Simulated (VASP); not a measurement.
# LiF (Fm-3m) in VASP: a series of runs

Runs on LiF. Level: LDA. Tasks: electric field gradients.

Everything below comes from runs of VASP 6.6.1. Logs are shortened: lines on timing, memory, paths and dates and some standing lists are left out, and cuts for length are marked.

## (1) The cell of the first run

It takes space group Fm-3m (No. 225, cubic). The conventional cell has a = 4.041 Å, b = 4.041 Å, c = 4.041 Å, α = 90.00°, β = 90.00°, γ = 90.00°. Within 2.7 Å of Li (site symmetry m-3m) lie 6 F at 2.02 Å. Within 2.7 Å of F (site symmetry m-3m) lie 6 Li at 2.02 Å.

## (2) Electric field gradients, LDA (volume scaled by 1.01)

Input file INCAR:

```
SYSTEM = LiF
PREC = Accurate ; ENCUT = 520
EDIFF = 1E-8 ; ISMEAR = -1
SIGMA = 0.03 ; LREAL = .FALSE.
LASPH = .TRUE. ; NELM = 100
ALGO = Normal ; ISIF = 2
LWAVE = .FALSE. ; LCHARG = .FALSE.
GGA = CA ; LEFG = .TRUE.
NBANDS = 12
```

Input file KPOINTS:

```
Automatic mesh
0
G
  10 10 10
  0 0 0
```

Input file POSCAR:

```
LiF
1.0
    0.0000000000      2.0206910790      2.0206910790
    2.0206910790      0.0000000000      2.0206910790
    2.0206910790      2.0206910790      0.0000000000
Li F
1 1
Direct
    0.0000000000      0.0000000000      0.0000000000
    0.5000000000      0.5000000000      0.5000000000
```

Potentials or basis: VASP PAW LDA potentials, release 64 (Li_sv, F).

Started as:

```
$ cat potpaw_LDA.64/Li_sv/POTCAR potpaw_LDA.64/F/POTCAR > POTCAR
$ mpirun -np 1 vasp_std > vasp.out
```

OUTCAR:

```text
SYSTEM = LiF
   PREC = Accurate
   ENCUT = 520
   EDIFF = 1E-8
   ISMEAR = -1
   LREAL = .FALSE.
   LASPH = .TRUE.
   NELM = 100
   ISIF = 2
   GGA = CA

 ion  position               nearest neighbor table
   1  0.000  0.000  0.000-   2 2.02   2 2.02   2 2.02   2 2.02   2 2.02   2 2.02
   2  0.500  0.500  0.500-   1 2.02   1 2.02   1 2.02   1 2.02   1 2.02   1 2.02

  LATTYP: Found a face centered cubic cell.
 ALAT       =     4.0413821580

  Lattice vectors:

 A1 = (   0.0000000000,   2.0206910790,   2.0206910790)
 A2 = (   2.0206910790,   0.0000000000,   2.0206910790)
 A3 = (   2.0206910790,   2.0206910790,   0.0000000000)

Analysis of symmetry for initial positions (statically):
=====================================================================
 Subroutine PRICEL returns:
 Original cell was already a primitive cell.

 Routine SETGRP: Setting up the symmetry group for a
 face centered cubic supercell.

 Subroutine GETGRP returns: Found 48 space group operations
 (whereof 48 operations were pure point group operations)
 out of a pool of 48 trial point group operations.

The static configuration has the point symmetry O_h .

Analysis of symmetry for dynamics (positions and initial velocities):
=====================================================================
 Subroutine PRICEL returns:
 Original cell was already a primitive cell.

 Routine SETGRP: Setting up the symmetry group for a
 face centered cubic supercell.

 Subroutine GETGRP returns: Found 48 space group operations
 (whereof 48 operations were pure point group operations)
 out of a pool of 48 trial point group operations.

The dynamic configuration has the point symmetry O_h .

 Subroutine INISYM returns: Found 48 space group operations
 (whereof 48 operations are pure point group operations),
 and found     1 'primitive' translations

----------------------------------------------------------------------------------------

                                     Primitive cell

  volume of cell :      16.5017

  direct lattice vectors                    reciprocal lattice vectors
     0.000000000  2.020691079  2.020691079    -0.247440099  0.247440099  0.247440099
     2.020691079  0.000000000  2.020691079     0.247440099 -0.247440099  0.247440099
     2.020691079  2.020691079  0.000000000     0.247440099  0.247440099 -0.247440099

  length of vectors
     2.857688729  2.857688729  2.857688729     0.428578823  0.428578823  0.428578823

  position of ions in fractional coordinates (direct lattice)
     0.000000000  0.000000000  0.000000000
     0.500000000  0.500000000  0.500000000

  ion indices of the primitive-cell ions
   primitive index   ion index
                 1           1
                 2           2

----------------------------------------------------------------------------------------

 KPOINTS: Automatic mesh

Automatic generation of k-mesh.
 Grid dimensions read from file:
 generate k-points for:   10   10   10

 Generating k-lattice:

  Cartesian coordinates                     Fractional coordinates (reciprocal lattice)
    -0.024744010  0.024744010  0.024744010     0.100000000  0.000000000  0.000000000
     0.024744010 -0.024744010  0.024744010     0.000000000  0.100000000  0.000000000
     0.024744010  0.024744010 -0.024744010     0.000000000  0.000000000  0.100000000

  Length of vectors
     0.042857882  0.042857882  0.042857882

  Shift w.r.t. Gamma in fractional coordinates (k-lattice)
     0.000000000  0.000000000  0.000000000

 Subroutine IBZKPT returns following result:
 ===========================================

 Found     47 irreducible k-points:

 Following reciprocal coordinates:
            Coordinates               Weight
  0.000000  0.000000  0.000000      1.000000
  0.100000  0.000000  0.000000      8.000000
  0.200000  0.000000  0.000000      8.000000
  0.300000  0.000000  0.000000      8.000000
  0.400000  0.000000  0.000000      8.000000
  0.500000  0.000000  0.000000      4.000000
[... 16 lines left out ...]
  0.300000  0.300000  0.000000      6.000000
  0.400000  0.300000  0.000000     24.000000
 [... further k-points ...]
   k-points           NKPTS =     47   k-points in BZ     NKDIM =     47   number of bands    NBANDS=     12
   number of dos      NEDOS =    301   number of ions     NIONS =      2
   total plane-waves  NPLWV =  13824
   dimension x,y,z NGX =    24 NGY =   24 NGZ =   24
   dimension x,y,z NGXF=    48 NGYF=   48 NGZF=   48
   ions per type =               1   1
   NGX,Y,Z   is equivalent  to a cutoff of  13.96, 13.96, 13.96 a.u.
   NGXF,Y,Z  is equivalent  to a cutoff of  27.92, 27.92, 27.92 a.u.
 SYSTEM =  LiF
   PREC   = accura    normal or accurate (medium, high low for compatibility)
   ISTART =      0    job   : 0-new  1-cont  2-samecut
   ICHARG =      2    charge: 1-file 2-atom 10-const
   ISPIN  =      1    spin polarized calculation?
   LNONCOLLINEAR =      F non collinear calculations
   LSORBIT =      F    spin-orbit coupling
   LASPH  =      T    aspherical Exc in radial PAW
   ENCUT  =  520.0 eV  38.22 Ry    6.18 a.u.   5.31  5.31  5.31*2*pi/ulx,y,z
   NELM   =    100;   NELMIN=  2; NELMDL= -5     # of ELM steps
   EDIFF  = 0.1E-07   stopping-criterion for ELM
   LREAL  =      F    real-space projection
   EDIFFG = 0.1E-06   stopping-criterion for IOM
   NSW    =      0    number of steps for IOM
   IBRION =     -1    ionic relax: 0-MD 1-quasi-New 2-CG
   NFREE  =      0    steps in history (QN), initial steepest desc. (CG)
   ISIF   =      2    stress and relaxation
   ISYM   =      2    0-nonsym 1-usesym 2-fastsym
   POTIM  = 0.5000    time-step for ionic-motion
   TEBEG  =    0.0;   TEEND  =   0.0 temperature during run
   PSTRESS=    0.0 pullay stress
   NELECT =      10.0000    total number of electrons
   NUPDOWN=      -1.0000    fix difference up-down
   EMIN   =  10.00;   EMAX   =-10.00  energy-range for DOS
   EFERMI =   0.00;   METHOD = LEGACY
   ISMEAR =    -1;   SIGMA  =   0.03  broadening in eV -4-tet -1-fermi 0-gaus
   EFERMI_NEDOS =   21; number of points for ismear=-14 and -15
   IALGO  =     38    algorithm
   IMIX   =      4    mixing-type and parameters
     AMIX     =   0.40;   BMIX     =  1.00
     AMIX_MAG =   1.60;   BMIX_MAG =  1.00
  volume/ion in A,a.u.               =       8.25        55.68
  Fermi-wavevector in a.u.,A,eV,Ry     =   1.385367  2.617964 26.112877  1.919242
  Thomas-Fermi vector in A             =   2.509784
   LORBIT       =      0    0 simple, 1 ext, 2 COOP (PROOUT), +10 PAW based schemes
   GGA     = CA    functional components
   LHFCALC =     F    Hartree Fock is set to
   AEXX    =    0.0000 exact exchange contribution
   IVDW    =     0    specifies the selected vdW correction
   LEPSILON=     F    determine dielectric tensor
   LRPA    =     F    only Hartree local field effects (RPA)
 non-spin polarized calculation
  energy-cutoff  :      520.00
  volume of cell :       16.50
 maximum number of plane-waves:       459
 NGX is ok and might be reduce to    24
   NGX = 11   NGY = 11   NGZ = 11

 number of electron      10.0000000 magnetization

 number of electron       9.9999991 magnetization

 Free energy of the ion-electron system (eV)
  ---------------------------------------------------
  ext. energy  EPLUGINS =         0.00000000
  ---------------------------------------------------
  free energy    TOTEN  =       -10.46514268 eV

  energy without entropy =      -10.46514268  energy(sigma->0) =      -10.46514268

 E-fermi :  -0.6566     XC(G=0): -10.6203

 val. band max:       -1.3592819309   @ k =   0.0000   0.0000   0.0000
 cond. band min:       7.3845016130   @ k =   0.0000   0.0000   0.0000
 fundamental gap:      8.7437835438
 Fermi energy:        -0.6565807102

 k-point     1 :       0.0000    0.0000    0.0000
  band No.  band energies     occupation
      1     -41.1318      2.00000
      2     -20.9009      2.00000
      3      -1.3593      2.00000
      4      -1.3593      2.00000
      5      -1.3593      2.00000
      6       7.3845      0.00000
      7      21.9692      0.00000
      8      21.9692      0.00000
      9      21.9692      0.00000
     10      22.4490      0.00000
     11      22.4490      0.00000
     12      22.4490      0.00000
[... 331 lines left out ...]
 k-point    24 :       0.4000    0.3000    0.0000
  band No.  band energies     occupation
      1     -41.0638      2.00000
      2     -20.3579      2.00000
      3      -3.7223      2.00000
      4      -2.2482      2.00000
      5      -2.1336      2.00000
      6      11.2922      0.00000
      7      14.9258      0.00000
      8      16.6833      0.00000
      9      18.2191      0.00000
     10      19.2951      0.00000
     11      32.0266      0.00000
     12      32.9865      0.00000

 [... further k-points ...]
[... 5 lines left out ...]
  --------------------------------------------------------------------------------------
  -------------------------------------------------------------------------------------
  Total       -0.7493954     -0.7493954     -0.7493954      0.0000000     -0.0000000      0.0000000
  in kB      -72.7598526    -72.7598526    -72.7598526      0.0000000     -0.0000000      0.0000000
  external PRESSURE =     -72.7598526 kB  Pullay stress =       0.0000000 kB

 VOLUME and BASIS-vectors are now :
 -----------------------------------------------------------------------------
  energy-cutoff  :      520.00
  volume of cell :       16.50
      direct lattice vectors                 reciprocal lattice vectors
     0.000000000  2.020691079  2.020691079    -0.247440099  0.247440099  0.247440099
     2.020691079  0.000000000  2.020691079     0.247440099 -0.247440099  0.247440099
     2.020691079  2.020691079  0.000000000     0.247440099  0.247440099 -0.247440099

 POSITION                                       TOTAL-FORCE (eV/Angst)
 -----------------------------------------------------------------------------------
      0.00000      0.00000      0.00000        -0.000000     -0.000000     -0.000000
      2.02069      2.02069      2.02069         0.000000      0.000000      0.000000
 -----------------------------------------------------------------------------------
    total drift:                               -0.000000     -0.000000      0.000000

  FREE ENERGIE OF THE ION-ELECTRON SYSTEM (eV)
  ---------------------------------------------------
  free  energy   TOTEN  =       -10.4651426767 eV

  energy  without entropy=      -10.4651426767  energy(sigma->0) =      -10.46514268

 Electric field gradients (V/A^2)
---------------------------------------------------------------------
 ion       V_xx      V_yy      V_zz      V_xy      V_xz      V_yz
---------------------------------------------------------------------
   1       0.000     0.000    -0.000    -0.001    -0.001    -0.001
   2       0.000    -0.000    -0.000    -0.000    -0.000    -0.000
---------------------------------------------------------------------

 Electric field gradients after diagonalization (V/A^2)
 (convention: |V_zz| > |V_xx| > |V_yy|)
----------------------------------------------------------------------
 ion       V_xx      V_yy      V_zz     asymmetry (V_yy - V_xx)/ V_zz
----------------------------------------------------------------------
   1       0.001     0.001    -0.003       0.000
   2       0.000     0.000    -0.000       0.000
----------------------------------------------------------------------

           NMR quadrupolar parameters

 Cq : quadrupolar parameter    Cq=e*Q*V_zz/h
 eta: asymmetry parameters     (V_yy - V_xx)/ V_zz
 Q  : nuclear electric quadrupole moment in mb (millibarn)
----------------------------------------------------------------------
 ion       Cq(MHz)       eta       Q (mb)
----------------------------------------------------------------------
   1      -0.000       0.000       1.000
   2      -0.000       0.000       1.000
----------------------------------------------------------------------
```

Wall time 11 s (1 thread of Intel Xeon 8259CL, shared host); peak memory 0.12 GiB.

Results:

| Quantity | Value |
| --- | --- |
| Free energy | -10.4651 eV |
| Band gap on the k mesh | 8.74 eV, direct |

Caveat: the cutoff is under 1.25 times the usual one of these potentials, so pressure, stress and relaxed cells hold a basis-set (Pulay) error; without QUAD_EFG the Cq values of the log hold for a quadrupole moment of 1 mb, not for the nuclei. A k mesh can miss the band edges.

## (3) Electric field gradients, LDA (volume scaled by 1.04)

Input file INCAR:

```
SYSTEM = LiF
ALGO = Normal ; EDIFF = 1E-8
ENCUT = 520 ; ISIF = 2
ISMEAR = -1 ; LASPH = .True.
LCHARG = .False. ; LEFG = .True.
LREAL = .False. ; LWAVE = .False.
NBANDS = 12 ; NELM = 80
PREC = Accurate ; SIGMA = 0.03
```

Input file KPOINTS:

```
k-points
0
Gamma
  10 10 10
  0 0 0
```

Input file POSCAR:

```
LiF
1.0
    0.0000000000      2.0405030393      2.0405030393
    2.0405030393      0.0000000000      2.0405030393
    2.0405030393      2.0405030393      0.0000000000
Li F
1 1
Direct
    0.0000000000      0.0000000000      0.0000000000
    0.5000000000      0.5000000000      0.5000000000
```

Potentials or basis: VASP PAW LDA potentials, release 64 (Li_sv, F).

Started as:

```
$ cat potpaw_LDA.64/Li_sv/POTCAR potpaw_LDA.64/F/POTCAR > POTCAR
$ mpirun -np 1 vasp_std > vasp.out
```

OUTCAR:

```text
SYSTEM = LiF
   EDIFF = 1E-8
   ENCUT = 520
   ISIF = 2
   ISMEAR = -1
   LASPH = .True.
   LREAL = .False.
   NELM = 80
   PREC = Accurate

 ion  position               nearest neighbor table
   1  0.000  0.000  0.000-   2 2.04   2 2.04   2 2.04   2 2.04   2 2.04   2 2.04
   2  0.500  0.500  0.500-   1 2.04   1 2.04   1 2.04   1 2.04   1 2.04   1 2.04

  LATTYP: Found a face centered cubic cell.
 ALAT       =     4.0810060786

  Lattice vectors:

 A1 = (   0.0000000000,   2.0405030393,   2.0405030393)
 A2 = (   2.0405030393,   0.0000000000,   2.0405030393)
 A3 = (   2.0405030393,   2.0405030393,   0.0000000000)

Analysis of symmetry for initial positions (statically):
[... 574 lines left out ...]
  energy  without entropy=      -10.4419007148  energy(sigma->0) =      -10.44190071

 Electric field gradients (V/A^2)
---------------------------------------------------------------------
 ion       V_xx      V_yy      V_zz      V_xy      V_xz      V_yz
---------------------------------------------------------------------
   1      -0.000    -0.000     0.000    -0.002    -0.002    -0.002
   2      -0.000    -0.000    -0.000    -0.001    -0.001    -0.001
---------------------------------------------------------------------

 Electric field gradients after diagonalization (V/A^2)
 (convention: |V_zz| > |V_xx| > |V_yy|)
----------------------------------------------------------------------
 ion       V_xx      V_yy      V_zz     asymmetry (V_yy - V_xx)/ V_zz
----------------------------------------------------------------------
   1       0.002     0.002    -0.004       0.000
   2       0.001     0.001    -0.003       0.000
----------------------------------------------------------------------

           NMR quadrupolar parameters

 Cq : quadrupolar parameter    Cq=e*Q*V_zz/h
 eta: asymmetry parameters     (V_yy - V_xx)/ V_zz
 Q  : nuclear electric quadrupole moment in mb (millibarn)
----------------------------------------------------------------------
 ion       Cq(MHz)       eta       Q (mb)
----------------------------------------------------------------------
   1      -0.000       0.000       1.000
   2      -0.000       0.000       1.000
----------------------------------------------------------------------
```

OSZICAR:

```text
N       E                     dE             d eps       ncg     rms          rms(c)
DAV:   1     0.287248049684E+02    0.28725E+02   -0.52097E+03  1144   0.826E+02
DAV:   2    -0.990801950878E+01   -0.38633E+02   -0.37821E+02  1360   0.180E+02
DAV:   3    -0.109277168739E+02   -0.10197E+01   -0.10167E+01  1492   0.259E+01
DAV:   4    -0.109385710486E+02   -0.10854E-01   -0.10854E-01  1284   0.288E+00
DAV:   5    -0.109386927002E+02   -0.12165E-03   -0.12165E-03  1452   0.230E-01    0.424E+00
DAV:   6    -0.104598145577E+02    0.47888E+00   -0.23610E+00  1220   0.918E+00    0.139E+00
DAV:   7    -0.104478586766E+02    0.11956E-01   -0.15876E-02  1608   0.108E+00    0.801E-01
DAV:   8    -0.104419143907E+02    0.59443E-02   -0.99684E-03  1604   0.104E+00    0.999E-02
DAV:   9    -0.104418835956E+02    0.30795E-04   -0.62170E-04  1272   0.226E-01    0.372E-02
DAV:  10    -0.104419010914E+02   -0.17496E-04   -0.33394E-05  1312   0.408E-02    0.566E-03
DAV:  11    -0.104419007255E+02    0.36595E-06   -0.12653E-06  1444   0.112E-02    0.150E-03
DAV:  12    -0.104419007223E+02    0.31570E-08   -0.28788E-07  1632   0.421E-03    0.677E-04
DAV:  13    -0.104419007148E+02    0.75103E-08   -0.17074E-08  1000   0.108E-03
   1 F= -.10441901E+02 E0= -.10441901E+02  d E =-.886871E-11
```

Run time: 11 s. Hardware: 1 thread of Intel Xeon 8259CL, shared host; peak memory 0.12 GiB.

Results:

```yaml
Free_energy: -10.4419 eV
Band_gap_on_the_k_mesh: 8.49 eV, direct
```

Levels at points of the mesh, in eV from the valence-band top:
```csv
k point,band 3,band 4,band 5,band 6,band 7,band 8
"(0.00, 0.00, 0.00)",0.00,0.00,0.00,8.49,22.96,22.96
"(0.50, 0.00, 0.00)",-2.46,-0.22,-0.22,10.17,15.92,18.11
"(0.50, 0.50, 0.00)",-2.95,-0.97,-0.97,14.06,15.85,16.66
```

Caveat: the cutoff is under 1.25 times the usual one of these potentials, so pressure, stress and relaxed cells hold a basis-set (Pulay) error; without QUAD_EFG the Cq values of the log hold for a quadrupole moment of 1 mb, not for the nuclei. A k mesh can miss the band edges.

(Continued in part 2 of 2.)
